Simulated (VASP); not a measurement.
A run of VASP 6.6.1 is set up as follows.

File POSCAR:

```
Fe
1.0
   -1.3650158294      1.3650158294      1.3650158294
    1.3650158294     -1.3650158294      1.3650158294
    1.3650158294      1.3650158294     -1.3650158294
Fe
1
Direct
    0.0000000000      0.0000000000      0.0000000000
```

INCAR.step1

```
SYSTEM = Fe
PREC = Accurate
ENCUT = 520
ISMEAR = -1
SIGMA = 0.1
LREAL = .FALSE.
LASPH = .TRUE.
NELM = 60
NBANDS = 10
GGA = PE
ALGO = Normal
EDIFF = 1E-4
LWAVE = .TRUE.
LCHARG = .FALSE.
```

File INCAR.step2:

```
SYSTEM = Fe
PREC = Accurate
ENCUT = 520
EDIFF = 1E-7
ISMEAR = -1
SIGMA = 0.1
LREAL = .FALSE.
LASPH = .TRUE.
NELM = 60
ALGO = Normal
ISIF = 2
LWAVE = .FALSE.
LCHARG = .FALSE.
METAGGA = R2SCAN
LMIXTAU = .TRUE.
NBANDS = 10
ISTART = 1
```

Contents of KPOINTS:

```
Automatic mesh
0
G
  16 16 16
  0 0 0
```

Potentials or basis: VASP PAW PBE potentials, release 64 (Fe).

Command:

```bash
$ cat potpaw_PBE.64/Fe/POTCAR > POTCAR
$ cp INCAR.step1 INCAR
$ mpirun -np 1 vasp_std > vasp.out
$ cp INCAR.step2 INCAR
$ mpirun -np 1 vasp_std > vasp.out
```

Estimate the band gap on the k mesh.

zero (band 4 reaches 7.99 eV, above the bottom of band 5 at 5.86 eV).

What does it give for the pressure?

0.7 GPa.

Caveat: the PAW data sets were made with another functional, which shifts forces and pressure a little; the run has no spin polarisation, though such a crystal can be magnetic. Spin polarisation is off, so any magnetic state and its effect on volume and gap are missing.
